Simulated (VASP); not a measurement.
# Ti (Im-3m) in VASP: further runs, part 3 of 3

VASP 6.6.1. Earlier steps stand in the parts before.

## Step 4: Single point, PBE, collinear spin (15.88 Å³/atom)

This run uses another cell than the first one, of 15.88 Å³/atom.

INCAR reads:

```
SYSTEM = Ti
PREC = Accurate
ENCUT = 520
EDIFF = 1E-7
ISMEAR = -1
SIGMA = 0.05
LREAL = .FALSE.
LASPH = .TRUE.
NELM = 150
ALGO = Normal
ISIF = 2
LWAVE = .FALSE.
LCHARG = .FALSE.
ISPIN = 2
MAGMOM = 1
LORBIT = 11
LMAXMIX = 4
GGA = PE
NBANDS = 16
```

KPOINTS reads:

```
Automatic mesh
0
G
  22 22 22
  0 0 0
```

POSCAR reads:

```
Ti
1.0
   -1.5833896136      1.5833896136      1.5833896136
    1.5833896136     -1.5833896136      1.5833896136
    1.5833896136      1.5833896136     -1.5833896136
Ti
1
Direct
    0.0000000000      0.0000000000      0.0000000000
```

Potentials or basis: VASP PAW PBE potentials, release 64 (Ti_sv).

The run is started by

```bash
> cat potpaw_PBE.64/Ti_sv/POTCAR > POTCAR
> mpirun -np 1 vasp_std > vasp.out
```

OUTCAR:

```text
SYSTEM = Ti
   PREC = Accurate
   ENCUT = 520
   EDIFF = 1E-7
   ISMEAR = -1
   LREAL = .FALSE.
   LASPH = .TRUE.
   NELM = 150
   ISIF = 2
   ISPIN = 2
   LORBIT = 11
   GGA = PE

 ion  position               nearest neighbor table
   1  0.000  0.000  0.000-

  LATTYP: Found a body centered cubic cell.
 ALAT       =     3.1667792272

  Lattice vectors:

 A1 = (  -1.5833896136,   1.5833896136,   1.5833896136)
 A2 = (   1.5833896136,  -1.5833896136,   1.5833896136)
 A3 = (   1.5833896136,   1.5833896136,  -1.5833896136)

Analysis of symmetry for initial positions (statically):
=====================================================================
 Subroutine PRICEL returns:
 Original cell was already a primitive cell.

 Routine SETGRP: Setting up the symmetry group for a
 body centered cubic supercell.

 Subroutine GETGRP returns: Found 48 space group operations
 (whereof 48 operations were pure point group operations)
 out of a pool of 48 trial point group operations.

The static configuration has the point symmetry O_h .

Analysis of symmetry for dynamics (positions and initial velocities):
=====================================================================
 Subroutine PRICEL returns:
 Original cell was already a primitive cell.

 Routine SETGRP: Setting up the symmetry group for a
 body centered cubic supercell.

 Subroutine GETGRP returns: Found 48 space group operations
 (whereof 48 operations were pure point group operations)
 out of a pool of 48 trial point group operations.

The dynamic configuration has the point symmetry O_h .

Analysis of structural, dynamic, and magnetic symmetry:
=====================================================================
 Subroutine PRICEL returns:
 Original cell was already a primitive cell.

 Routine SETGRP: Setting up the symmetry group for a
 body centered cubic supercell.

 Subroutine GETGRP returns: Found 48 space group operations
 (whereof 48 operations were pure point group operations)
 out of a pool of 48 trial point group operations.

The overall configuration has the point symmetry O_h .

 Subroutine INISYM returns: Found 48 space group operations
 (whereof 48 operations are pure point group operations),
 and found     1 'primitive' translations

----------------------------------------------------------------------------------------

                                     Primitive cell

  volume of cell :      15.8790

  direct lattice vectors                    reciprocal lattice vectors
    -1.583389614  1.583389614  1.583389614     0.000000000  0.315778249  0.315778249
     1.583389614 -1.583389614  1.583389614     0.315778249  0.000000000  0.315778249
     1.583389614  1.583389614 -1.583389614     0.315778249  0.315778249  0.000000000

  length of vectors
     2.742511259  2.742511259  2.742511259     0.446577883  0.446577883  0.446577883

  position of ions in fractional coordinates (direct lattice)
     0.000000000  0.000000000  0.000000000

  ion indices of the primitive-cell ions
   primitive index   ion index
                 1           1

----------------------------------------------------------------------------------------

 KPOINTS: Automatic mesh

Automatic generation of k-mesh.
 Grid dimensions read from file:
 generate k-points for:   22   22   22

[... 52 lines left out ...]
   NGXF,Y,Z  is equivalent  to a cutoff of  24.25, 24.25, 24.25 a.u.
 SYSTEM =  Ti
   PREC   = accura    normal or accurate (medium, high low for compatibility)
   ISTART =      0    job   : 0-new  1-cont  2-samecut
   ICHARG =      2    charge: 1-file 2-atom 10-const
   ISPIN  =      2    spin polarized calculation?
   LNONCOLLINEAR =      F non collinear calculations
   LSORBIT =      F    spin-orbit coupling
   LASPH  =      T    aspherical Exc in radial PAW
   ENCUT  =  520.0 eV  38.22 Ry    6.18 a.u.   5.10  5.10  5.10*2*pi/ulx,y,z
   NELM   =    150;   NELMIN=  2; NELMDL= -5     # of ELM steps
   EDIFF  = 0.1E-06   stopping-criterion for ELM
   LREAL  =      F    real-space projection
   EDIFFG = 0.1E-05   stopping-criterion for IOM
   NSW    =      0    number of steps for IOM
   IBRION =     -1    ionic relax: 0-MD 1-quasi-New 2-CG
   NFREE  =      0    steps in history (QN), initial steepest desc. (CG)
   ISIF   =      2    stress and relaxation
   ISYM   =      2    0-nonsym 1-usesym 2-fastsym
   POTIM  = 0.5000    time-step for ionic-motion
   TEBEG  =    0.0;   TEEND  =   0.0 temperature during run
   PSTRESS=    0.0 pullay stress
   NELECT =      12.0000    total number of electrons
   NUPDOWN=      -1.0000    fix difference up-down
   EMIN   =  10.00;   EMAX   =-10.00  energy-range for DOS
   EFERMI =   0.00;   METHOD = LEGACY
   ISMEAR =    -1;   SIGMA  =   0.05  broadening in eV -4-tet -1-fermi 0-gaus
   EFERMI_NEDOS =   21; number of points for ismear=-14 and -15
   IALGO  =     38    algorithm
   IMIX   =      4    mixing-type and parameters
     AMIX     =   0.40;   BMIX     =  1.00
     AMIX_MAG =   1.60;   BMIX_MAG =  1.00
  volume/ion in A,a.u.               =      15.88       107.16
  Fermi-wavevector in a.u.,A,eV,Ry     =   1.491171  2.817905 30.253793  2.223591
  Thomas-Fermi vector in A             =   2.603860
   LORBIT       =     11    0 simple, 1 ext, 2 COOP (PROOUT), +10 PAW based schemes
   GGA     = PE    functional components
   LHFCALC =     F    Hartree Fock is set to
   AEXX    =    0.0000 exact exchange contribution
   IVDW    =     0    specifies the selected vdW correction
   LEPSILON=     F    determine dielectric tensor
   LRPA    =     F    only Hartree local field effects (RPA)
 spin polarized calculation
  energy-cutoff  :      520.00
  volume of cell :       15.88
 maximum number of plane-waves:       442
   NGX = 11   NGY = 11   NGZ = 11

 number of electron      11.9999998 magnetization       0.0013810

 number of electron      11.9999998 magnetization      -0.0006227

 Free energy of the ion-electron system (eV)
  ---------------------------------------------------
  ext. energy  EPLUGINS =         0.00000000
  ---------------------------------------------------
  free energy    TOTEN  =        -7.69531189 eV

  energy without entropy =       -7.67890954  energy(sigma->0) =       -7.68711071

 E-fermi :   9.0503     XC(G=0): -11.9212

 val. band max:        9.0466026285   @ k =   0.1818   0.1364   0.0455
 cond. band min:       9.0530284793   @ k =   0.3636   0.2273  -0.0000
 fundamental gap:      0.0064258508
 Fermi energy:         9.0503179495

 spin component 1

 k-point     1 :       0.0000    0.0000    0.0000
  band No.  band energies     occupation
      1     -47.3095      1.00000
      2     -23.0449      1.00000
      3     -23.0449      1.00000
      4     -23.0449      1.00000
      5       2.9159      1.00000
      6      10.1187      0.00000
[... 435 lines left out ...]
      5       4.2742      1.00000
      6       9.5862      0.00002
[... 8 lines left out ...]
     15      32.4111      0.00000
     16      35.1208      0.00000

 [... further k-points ...]

 spin component 2

 k-point     1 :       0.0000    0.0000    0.0000
  band No.  band energies     occupation
      1     -47.3098      1.00000
      2     -23.0453      1.00000
      3     -23.0453      1.00000
      4     -23.0453      1.00000
      5       2.9154      1.00000
      6      10.1182      0.00000
[... 435 lines left out ...]
      5       4.2737      1.00000
      6       9.5857      0.00002
[... 8 lines left out ...]
     15      32.4107      0.00000
     16      35.1202      0.00000

 [... further k-points ...]

------------------------ aborting loop because EDIFF is reached ----------------------------------------

  FORCE on cell =-STRESS in cart. coord.  units (eV):
  Direction    XX          YY          ZZ          XY          YZ          ZX
  --------------------------------------------------------------------------------------
  -------------------------------------------------------------------------------------
  Total        0.9706416      0.9706416      0.9706416      0.0000000     -0.0000000      0.0000000
  in kB       97.9368515     97.9368515     97.9368515      0.0000000     -0.0000000      0.0000000
  external PRESSURE =      97.9368515 kB  Pullay stress =       0.0000000 kB

 VOLUME and BASIS-vectors are now :
 -----------------------------------------------------------------------------
  energy-cutoff  :      520.00
  volume of cell :       15.88
      direct lattice vectors                 reciprocal lattice vectors
    -1.583389614  1.583389614  1.583389614     0.000000000  0.315778249  0.315778249
     1.583389614 -1.583389614  1.583389614     0.315778249  0.000000000  0.315778249
     1.583389614  1.583389614 -1.583389614     0.315778249  0.315778249  0.000000000

 POSITION                                       TOTAL-FORCE (eV/Angst)
 -----------------------------------------------------------------------------------
      0.00000      0.00000      0.00000        -0.000000      0.000000      0.000000
 -----------------------------------------------------------------------------------
    total drift:                                0.000000     -0.000000      0.000000

  FREE ENERGIE OF THE ION-ELECTRON SYSTEM (eV)
  ---------------------------------------------------
  free  energy   TOTEN  =        -7.6953118857 eV

  energy  without entropy=       -7.6789095425  energy(sigma->0) =       -7.68711071

 total charge

# of ion       s       p       d       tot
------------------------------------------
    1        2.262   6.126   1.992  10.379

 magnetization (x)

# of ion       s       p       d       tot
------------------------------------------
    1       -0.000  -0.000  -0.000  -0.000
```

stdout:

```text
POSCAR found type information on POSCAR Ti
 POSCAR found :  1 types and       1 ions
 scaLAPACK will be used
 LDA part: xc-table for (Slater+PW92), standard interpolation
 POSCAR, INCAR and KPOINTS ok, starting setup
 FFT: planning ... GRIDC
 FFT: planning ... GRID_SOFT
 FFT: planning ... GRID
 WAVECAR not read
 entering main loop
```

It took 2.4 min on 1 thread of Intel Xeon 8259CL, shared host; peak memory 0.23 GiB.

What came out:

| Property | Result |
| --- | --- |
| Free energy | -7.6953 eV |
| Pressure | 9.8 GPa |
| Band gap on the k mesh | zero (filled and empty bands overlap) |
| Net moment | 0.00 μB per cell |
| Valence electrons inside the program's atomic spheres | Ti 10.38 |

Levels at points of the mesh, in eV from the Fermi level:
Spin up:
| k point | band 3 | band 4 | band 5 | band 6 | band 7 | band 8 | band 9 | band 10 |
| --- | --- | --- | --- | --- | --- | --- | --- | --- |
| (0.00, 0.00, 0.00) | -32.10 | -32.10 | -6.13 | 1.07 | 1.07 | 1.07 | 3.03 | 3.03 |
| (0.50, 0.00, 0.00) | -32.37 | -32.10 | -2.68 | -0.49 | 1.44 | 3.04 | 3.43 | 4.77 |
| (0.50, 0.50, 0.50) | -32.70 | -32.70 | -2.42 | -2.42 | 4.37 | 4.37 | 4.37 | 9.15 |
Spin down:
```csv
k point,band 3,band 4,band 5,band 6,band 7,band 8,band 9,band 10
"(0.00, 0.00, 0.00)",-32.10,-32.10,-6.13,1.07,1.07,1.07,3.03,3.03
"(0.50, 0.00, 0.00)",-32.37,-32.10,-2.68,-0.49,1.44,3.04,3.43,4.77
"(0.50, 0.50, 0.50)",-32.70,-32.70,-2.42,-2.42,4.37,4.37,4.37,9.15
```

Caveat: the cell stands under pressure.

## Step 5: Single point, PBE, collinear spin (16.57 Å³/atom)

This run uses another cell than the first one, of 16.57 Å³/atom.

INCAR reads:

```
SYSTEM = Ti
ALGO     = Normal         ! electronic algorithm
EDIFF    = 1E-7           ! SCF threshold, eV
ENCUT    = 520            ! plane-wave cutoff, eV
GGA      = PE             ! functional
ISIF     = 2              ! what is computed and relaxed
ISMEAR   = -1             ! smearing method
ISPIN    = 2              ! spin polarisation
LASPH    = .True.         ! aspherical terms in the spheres
LCHARG   = .True.         ! write CHGCAR
LELF     = .True.         ! ELF
LMAXMIX  = 4              ! l up to which the mixer works
LORBIT   = 11             ! projections on sites
LREAL    = .False.        ! projectors in reciprocal space
LVHAR    = .True.       
LWAVE    = .False.        ! write WAVECAR
MAGMOM   = 1              ! initial moments
NBANDS   = 16             ! bands
NELM     = 150            ! most SCF steps
PREC     = Accurate       ! precision mode
SIGMA    = 0.05           ! smearing width, eV
```

KPOINTS reads:

```
k-points
0
Gamma
  22 22 22
  0 0 0
```

POSCAR reads:

```
Ti
1.0
   -1.6060125217      1.6060125217      1.6060125217
    1.6060125217     -1.6060125217      1.6060125217
    1.6060125217      1.6060125217     -1.6060125217
Ti
1
Direct
    0.0000000000      0.0000000000      0.0000000000
```

The run is started by

```bash
> cat potpaw_PBE.64/Ti_sv/POTCAR > POTCAR
> mpirun -np 1 vasp_std > vasp.out
```

Wall time 3.3 min (1 thread of Intel Xeon 8259CL, shared host); peak memory 0.25 GiB.

It converged, with:

| Quantity | Value |
| --- | --- |
| Free energy | -7.7255 eV |
| Pressure | 4.3 GPa |
| Band gap on the k mesh | zero (filled and empty bands overlap) |
| Net moment | 0.00 μB per cell |
| Valence electrons inside the program's atomic spheres | Ti 10.32 |

Levels at points of the mesh, in eV from the Fermi level:
Spin up:
```tsv
k point	band 2	band 3	band 4	band 5	band 6	band 7	band 8	band 9	band 10	band 11
(0.00, 0.00, 0.00)	-32.24	-32.24	-32.24	-6.05	1.03	1.03	1.03	2.89	2.89	17.75
(0.50, 0.00, 0.00)	-33.02	-32.48	-32.24	-2.57	-0.44	1.29	2.89	3.26	4.53	9.30
(0.50, 0.50, 0.50)	-32.77	-32.77	-32.77	-2.26	-2.26	4.15	4.15	4.15	8.77	8.77
```
Spin down:
```csv
k point,band 2,band 3,band 4,band 5,band 6,band 7,band 8,band 9,band 10,band 11
"(0.00, 0.00, 0.00)",-32.24,-32.24,-32.24,-6.05,1.03,1.03,1.03,2.89,2.89,17.75
"(0.50, 0.00, 0.00)",-33.02,-32.48,-32.24,-2.57,-0.44,1.29,2.89,3.26,4.53,9.30
"(0.50, 0.50, 0.50)",-32.77,-32.77,-32.77,-2.26,-2.26,4.15,4.15,4.15,8.77,8.77
```

Caveat: the cell stands under pressure.

## Step 6: Single point, PBE, collinear spin

INCAR reads:

```
SYSTEM = Ti
PREC     = Accurate       ! precision mode
ENCUT    = 520            ! plane-wave cutoff, eV
EDIFF    = 1E-6           ! SCF threshold, eV
ISMEAR   = -1             ! smearing method
SIGMA    = 0.05           ! smearing width, eV
LREAL    = .FALSE.        ! projectors in reciprocal space
LASPH    = .TRUE.         ! aspherical terms in the spheres
NELM     = 150            ! most SCF steps
ALGO     = Normal         ! electronic algorithm
ISIF     = 2              ! what is computed and relaxed
LWAVE    = .FALSE.        ! write WAVECAR
LCHARG   = .FALSE.        ! write CHGCAR
ISPIN    = 2              ! spin polarisation
MAGMOM   = 1              ! initial moments
LORBIT   = 11             ! projections on sites
LMAXMIX  = 4              ! l up to which the mixer works
GGA      = PE             ! functional
NBANDS   = 16             ! bands
```

KPOINTS reads:

```
Automatic mesh
0
G
  22 22 22
  0 0 0
```

POSCAR reads:

```
Ti
1.0
   -1.6280154274      1.6280154274      1.6280154274
    1.6280154274     -1.6280154274      1.6280154274
    1.6280154274      1.6280154274     -1.6280154274
Ti
1
Direct
    0.0000000000      0.0000000000      0.0000000000
```

Potentials or basis: VASP PAW PBE potentials, release 64 (Ti_sv).

The run is started by

```bash
> cat potpaw_PBE.64/Ti_sv/POTCAR > POTCAR
> mpirun -np 1 vasp_std > vasp.out
```

Run time: 3.7 min. Hardware: 1 thread of Intel Xeon 8259CL, shared host; peak memory 0.25 GiB.

It converged, with:

```
Free energy                                           : -7.7342 eV
Pressure                                              : -0.3 GPa
Band gap on the k mesh                                : zero (filled and empty bands overlap)
Net moment                                            : 0.00 μB per cell
Valence electrons inside the program's atomic spheres : Ti 10.27
```

Levels at points of the mesh, in eV from the Fermi level:
Spin up:
```tsv
k point	band 4	band 5	band 6	band 7	band 8	band 9
(0.00, 0.00, 0.00)	-32.37	-5.97	0.99	0.99	0.99	2.76
(0.50, 0.00, 0.00)	-32.37	-2.47	-0.40	1.16	2.75	3.11
(0.50, 0.50, 0.50)	-32.84	-2.12	-2.12	3.95	3.95	3.95
```
Spin down:
| k point | band 2 | band 3 | band 4 | band 5 | band 6 | band 7 | band 8 | band 9 | band 10 | band 11 |
| --- | --- | --- | --- | --- | --- | --- | --- | --- | --- | --- |
| (0.00, 0.00, 0.00) | -32.37 | -32.37 | -32.37 | -5.97 | 0.99 | 0.99 | 0.99 | 2.77 | 2.77 | 17.46 |
| (0.50, 0.00, 0.00) | -33.05 | -32.58 | -32.37 | -2.47 | -0.40 | 1.16 | 2.75 | 3.11 | 4.30 | 8.84 |
| (0.50, 0.50, 0.50) | -32.84 | -32.84 | -32.84 | -2.12 | -2.12 | 3.95 | 3.95 | 3.95 | 8.43 | 8.43 |

## Step 7: Summary

| cell | k mesh | gap on the mesh (eV) | pressure (GPa) | moment (μB) |
| --- | --- | --- | --- | --- |
| a = 2.820 Å, angles 109.5°, 1 atom | 13 × 13 × 13 | none | -0.2 | 0.00 |
| a = 2.702 Å, angles 109.5°, 1 atom | 22 × 22 × 22 | none | 16.3 | 0.00 |
| a = 2.743 Å, angles 109.5°, 1 atom | 22 × 22 × 22 | none | 9.8 | 0.00 |
| a = 2.782 Å, angles 109.5°, 1 atom | 22 × 22 × 22 | none | 4.3 | 0.00 |
| a = 2.820 Å, angles 109.5°, 1 atom | 22 × 22 × 22 | none | -0.3 | 0.00 |

Alike in all rows: task single point; level PBE; potentials or basis VASP PAW PBE potentials, release 64 (Ti_sv); spin collinear; cutoff (eV) 520; smearing fermi-dirac 0.05 eV.

Caveats: the cell stands under pressure (at least some runs).

Total energies depend on the potentials used, so only differences within one code and one set of settings carry meaning.
